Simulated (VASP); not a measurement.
# SiC (rocksalt type) (Fm-3m) in VASP: notebook

SiC (rocksalt type) is run at these levels: PBE; tasks: single point.

Everything below comes from runs of VASP 6.6.1. Logs are shortened: lines on timing, memory, paths and dates and some standing lists are left out, and cuts for length are marked.

## 1. The cell of the first run

It takes space group Fm-3m (No. 225, cubic). Conventional cell: a = 3.859 Å, b = 3.859 Å, c = 3.859 Å, α = 90.00°, β = 90.00°, γ = 90.00°. Within 2.6 Å of Si (site symmetry m-3m) lie 6 C at 1.93 Å. Within 2.6 Å of C (site symmetry m-3m) lie 6 Si at 1.93 Å.

## 2. Single point, PBE (7.19 Å³/atom)

Input file INCAR:

```
PREC = Accurate ; ENCUT = 600
EDIFF = 1E-6 ; ISMEAR = -1
SIGMA = 0.1 ; LREAL = False
LASPH = True ; NELM = 120
ALGO = Normal ; ISIF = 2
LWAVE = False ; LCHARG = True
GGA = PE ; LELF = True
LVHAR = True ; NBANDS = 11
GGA_COMPAT = False
```

Input file KPOINTS:

```
regular mesh
0
Gamma
  16 16 16
```

Input file POSCAR:

```
SiC
1.0
    0.0000000000      1.9297445497      1.9297445497
    1.9297445497      0.0000000000      1.9297445497
    1.9297445497      1.9297445497      0.0000000000
Si C
1 1
Direct
    0.0000000000      0.0000000000      0.0000000000
    0.5000000000      0.5000000000      0.5000000000
```

Potentials or basis: VASP PAW PBE potentials, release 64 (Si, C).

The run is started by

```sh
> cat potpaw_PBE.64/Si/POTCAR potpaw_PBE.64/C/POTCAR > POTCAR
> mpirun -np 1 vasp_std > vasp.out
```

OUTCAR:

```text
PREC = Accurate
   ENCUT = 600
   EDIFF = 1E-6
   ISMEAR = -1
   LREAL = False
   LASPH = True
   NELM = 120
   ISIF = 2
   GGA = PE

 ion  position               nearest neighbor table
   1  0.000  0.000  0.000-   2 1.93   2 1.93   2 1.93   2 1.93   2 1.93   2 1.93
   2  0.500  0.500  0.500-   1 1.93   1 1.93   1 1.93   1 1.93   1 1.93   1 1.93

  LATTYP: Found a face centered cubic cell.
 ALAT       =     3.8594890994

  Lattice vectors:

 A1 = (   0.0000000000,   1.9297445497,   1.9297445497)
 A2 = (   1.9297445497,   0.0000000000,   1.9297445497)
 A3 = (   1.9297445497,   1.9297445497,   0.0000000000)

Analysis of symmetry for initial positions (statically):
=====================================================================
 Subroutine PRICEL returns:
 Original cell was already a primitive cell.

 Routine SETGRP: Setting up the symmetry group for a
 face centered cubic supercell.

 Subroutine GETGRP returns: Found 48 space group operations
 (whereof 48 operations were pure point group operations)
 out of a pool of 48 trial point group operations.

The static configuration has the point symmetry O_h .

Analysis of symmetry for dynamics (positions and initial velocities):
=====================================================================
 Subroutine PRICEL returns:
 Original cell was already a primitive cell.

 Routine SETGRP: Setting up the symmetry group for a
 face centered cubic supercell.

 Subroutine GETGRP returns: Found 48 space group operations
 (whereof 48 operations were pure point group operations)
 out of a pool of 48 trial point group operations.

The dynamic configuration has the point symmetry O_h .

 Subroutine INISYM returns: Found 48 space group operations
 (whereof 48 operations are pure point group operations),
 and found     1 'primitive' translations

----------------------------------------------------------------------------------------

                                     Primitive cell

  volume of cell :      14.3724

  direct lattice vectors                    reciprocal lattice vectors
     0.000000000  1.929744550  1.929744550    -0.259101652  0.259101652  0.259101652
     1.929744550  0.000000000  1.929744550     0.259101652 -0.259101652  0.259101652
     1.929744550  1.929744550  0.000000000     0.259101652  0.259101652 -0.259101652

  length of vectors
     2.729070914  2.729070914  2.729070914     0.448777225  0.448777225  0.448777225

[... 81 lines left out ...]
   LREAL  =      F    real-space projection
   EDIFFG = 0.1E-04   stopping-criterion for IOM
   NSW    =      0    number of steps for IOM
   IBRION =     -1    ionic relax: 0-MD 1-quasi-New 2-CG
   NFREE  =      0    steps in history (QN), initial steepest desc. (CG)
   ISIF   =      2    stress and relaxation
   ISYM   =      2    0-nonsym 1-usesym 2-fastsym
   POTIM  = 0.5000    time-step for ionic-motion
   TEBEG  =    0.0;   TEEND  =   0.0 temperature during run
   PSTRESS=    0.0 pullay stress
   NELECT =       8.0000    total number of electrons
   NUPDOWN=      -1.0000    fix difference up-down
   EMIN   =  10.00;   EMAX   =-10.00  energy-range for DOS
   EFERMI =   0.00;   METHOD = LEGACY
   ISMEAR =    -1;   SIGMA  =   0.10  broadening in eV -4-tet -1-fermi 0-gaus
   EFERMI_NEDOS =   21; number of points for ismear=-14 and -15
   IALGO  =     38    algorithm
   IMIX   =      4    mixing-type and parameters
     AMIX     =   0.40;   BMIX     =  1.00
     AMIX_MAG =   1.60;   BMIX_MAG =  1.00
  volume/ion in A,a.u.               =       7.19        48.49
  Fermi-wavevector in a.u.,A,eV,Ry     =   1.346672  2.544840 24.674494  1.813524
  Thomas-Fermi vector in A             =   2.474484
   LORBIT       =      0    0 simple, 1 ext, 2 COOP (PROOUT), +10 PAW based schemes
   GGA     = PE    functional components
   LHFCALC =     F    Hartree Fock is set to
   AEXX    =    0.0000 exact exchange contribution
   IVDW    =     0    specifies the selected vdW correction
   LEPSILON=     F    determine dielectric tensor
   LRPA    =     F    only Hartree local field effects (RPA)
 non-spin polarized calculation
  energy-cutoff  :      600.00
  volume of cell :       14.37
 maximum number of plane-waves:       531
 NGX is ok and might be reduce to    24
   NGX = 11   NGY = 11   NGZ = 11

 number of electron       8.0000000 magnetization

 Free energy of the ion-electron system (eV)
  ---------------------------------------------------
  ext. energy  EPLUGINS =         0.00000000
  ---------------------------------------------------
  free energy    TOTEN  =       -13.25397388 eV

  energy without entropy =      -13.25208550  energy(sigma->0) =      -13.25302969

 E-fermi :  14.9483     XC(G=0): -13.3562

 val. band max:       14.8250516488   @ k =   0.5000   0.5000   0.0000
 cond. band min:      15.0181310122   @ k =   0.4375   0.4375   0.0000
 fundamental gap:      0.1930793634
 Fermi energy:        14.9482758539

 k-point     1 :       0.0000    0.0000    0.0000
  band No.  band energies     occupation
      1      -5.4799      2.00000
      2      14.7513      1.75514
      3      14.7513      1.75514
      4      14.7513      1.75514
      5      23.7213      0.00000
      6      23.7213      0.00000
      7      23.7213      0.00000
      8      24.9646      0.00000
      9      29.3790      0.00000
     10      29.3798      0.00000
     11      29.3896      0.00000
[... 309 lines left out ...]
 k-point    24 :      -0.0625    0.0625    0.0000
  band No.  band energies     occupation
      1      -5.2012      2.00000
      2      13.5957      2.00000
      3      14.0214      1.99981
      4      14.7708      1.71006
      5      23.2483      0.00000
      6      24.0260      0.00000
      7      24.3402      0.00000
      8      25.6183      0.00000
      9      25.8996      0.00000
     10      27.4322      0.00000
     11      29.6356      0.00000

 [... further k-points ...]
[... 5 lines left out ...]
  --------------------------------------------------------------------------------------
  -------------------------------------------------------------------------------------
  Total        4.5793678      4.5793678      4.5793678      0.0000000      0.0000000     -0.0000000
  in kB      510.4892984    510.4892984    510.4892984      0.0000000      0.0000000     -0.0000000
  external PRESSURE =     510.4892984 kB  Pullay stress =       0.0000000 kB

 VOLUME and BASIS-vectors are now :
 -----------------------------------------------------------------------------
  energy-cutoff  :      600.00
  volume of cell :       14.37
      direct lattice vectors                 reciprocal lattice vectors
     0.000000000  1.929744550  1.929744550    -0.259101652  0.259101652  0.259101652
     1.929744550  0.000000000  1.929744550     0.259101652 -0.259101652  0.259101652
     1.929744550  1.929744550  0.000000000     0.259101652  0.259101652 -0.259101652

 POSITION                                       TOTAL-FORCE (eV/Angst)
 -----------------------------------------------------------------------------------
      0.00000      0.00000      0.00000         0.000000      0.000000     -0.000000
      1.92974      1.92974      1.92974        -0.000000     -0.000000      0.000000
 -----------------------------------------------------------------------------------
    total drift:                               -0.000000     -0.000000      0.000000

  FREE ENERGIE OF THE ION-ELECTRON SYSTEM (eV)
  ---------------------------------------------------
  free  energy   TOTEN  =       -13.2539738843 eV

  energy  without entropy=      -13.2520854987  energy(sigma->0) =      -13.25302969
```

stdout:

```text
POSCAR found type information on POSCAR SiC
 POSCAR found :  2 types and       2 ions
 scaLAPACK will be used
 LDA part: xc-table for (Slater+PW92), standard interpolation
 POSCAR, INCAR and KPOINTS ok, starting setup
 FFT: planning ... GRIDC
 FFT: planning ... GRID_SOFT
 FFT: planning ... GRID
 WAVECAR not read
 entering main loop
```

Wall time 28 s (1 thread of AMD EPYC 7R43 (Zen 3), shared host); peak memory 0.12 GiB.

Results:

- Free energy: -13.2540 eV
- Pressure: 51.0 GPa

Caveat: the cell stands under pressure.

## 3. Single point, PBE

This run uses another cell than the first one, of 8.36 Å³/atom.

Input file INCAR:

```
SYSTEM = SiC
PREC     = Accurate       ! precision mode
ENCUT    = 600            ! plane-wave cutoff, eV
EDIFF    = 1E-6           ! SCF threshold, eV
ISMEAR   = -1             ! smearing method
SIGMA    = 0.1            ! smearing width, eV
LREAL    = .FALSE.        ! projectors in reciprocal space
LASPH    = .TRUE.         ! aspherical terms in the spheres
NELM     = 120            ! most SCF steps
ALGO     = Normal         ! electronic algorithm
ISIF     = 2              ! what is computed and relaxed
LWAVE    = .FALSE.        ! write WAVECAR
LCHARG   = .FALSE.        ! write CHGCAR
GGA      = PE             ! functional
NBANDS   = 11             ! bands
GGA_COMPAT= .FALSE.
```

Input file KPOINTS:

```
Automatic mesh
0
G
  16 16 16
  0 0 0
```

Input file POSCAR:

```
SiC
1.0
    0.0000000000      2.0292412061      2.0292412061
    2.0292412061      0.0000000000      2.0292412061
    2.0292412061      2.0292412061      0.0000000000
Si C
1 1
Direct
    0.0000000000      0.0000000000      0.0000000000
    0.5000000000      0.5000000000      0.5000000000
```

Potentials or basis: VASP PAW PBE potentials, release 64 (Si, C).

The run is started by

```sh
> cat potpaw_PBE.64/Si/POTCAR potpaw_PBE.64/C/POTCAR > POTCAR
> mpirun -np 1 vasp_std > vasp.out
```

Wall time 27 s (1 thread of AMD EPYC 7R43 (Zen 3), shared host); peak memory 0.12 GiB.

Results (log left out):

```yaml
Free_energy: -13.5816 eV
Pressure: 0.0 GPa
Band_gap_on_the_k_mesh: zero (bands 4 and 5 overlap by 1.06 eV)
```

Levels at points of the mesh, in eV from the Fermi level:
```
           k point  band 1  band 2  band 3  band 4  band 5  band 6  band 7  band 8
(0.00, 0.00, 0.00)  -18.34    0.04    0.04    0.04    7.38    8.98    8.98    8.98
(0.50, 0.00, 0.00)  -13.20  -11.45   -0.99   -0.99    5.27    5.27    5.90    9.56
(0.50, 0.50, 0.00)  -11.45   -9.70   -4.24   -4.24   -0.94    2.61   14.77   14.77
```
